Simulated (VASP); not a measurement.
A run of VASP 6.6.1 is set up as follows.

The input POSCAR:

```
Rh
1.0
    0.0000000000      1.9187650762      1.9187650762
    1.9187650762      0.0000000000      1.9187650762
    1.9187650762      1.9187650762      0.0000000000
Rh
1
Direct
    0.0000000000      0.0000000000      0.0000000000
```

The input INCAR.step1:

```
SYSTEM = Rh
PREC = Accurate
ENCUT = 520
ISMEAR = 0
SIGMA = 0.1
LREAL = .False.
LASPH = .True.
NELM = 100
NBANDS = 14
GGA = PE
ALGO = Normal
EDIFF = 1E-4
LWAVE = .True.
LCHARG = .False.
```

Contents of INCAR.step2:

```
SYSTEM = Rh
PREC = Accurate
ENCUT = 520
EDIFF = 1E-6
ISMEAR = 0
SIGMA = 0.1
LREAL = .False.
LASPH = .True.
NELM = 100
ALGO = Normal
ISIF = 2
LWAVE = .False.
LCHARG = .True.
METAGGA = R2SCAN
LMIXTAU = .True.
LELF = .True.
LVHAR = .True.
NBANDS = 14
ISTART = 1
```

The input KPOINTS:

```
regular mesh
0
Gamma
  18 18 18
  0 0 0
```

Potentials or basis: VASP PAW PBE potentials, release 64 (Rh_pv).

The run is started by

```sh
$ cat potpaw_PBE.64/Rh_pv/POTCAR > POTCAR
$ cp INCAR.step1 INCAR
$ mpirun -np 1 vasp_std > vasp.out
$ cp INCAR.step2 INCAR
$ mpirun -np 1 vasp_std > vasp.out
```

Estimate the pressure.

-6.7 GPa.

Caveat: the PAW data sets were made with another functional, which shifts forces and pressure a little.
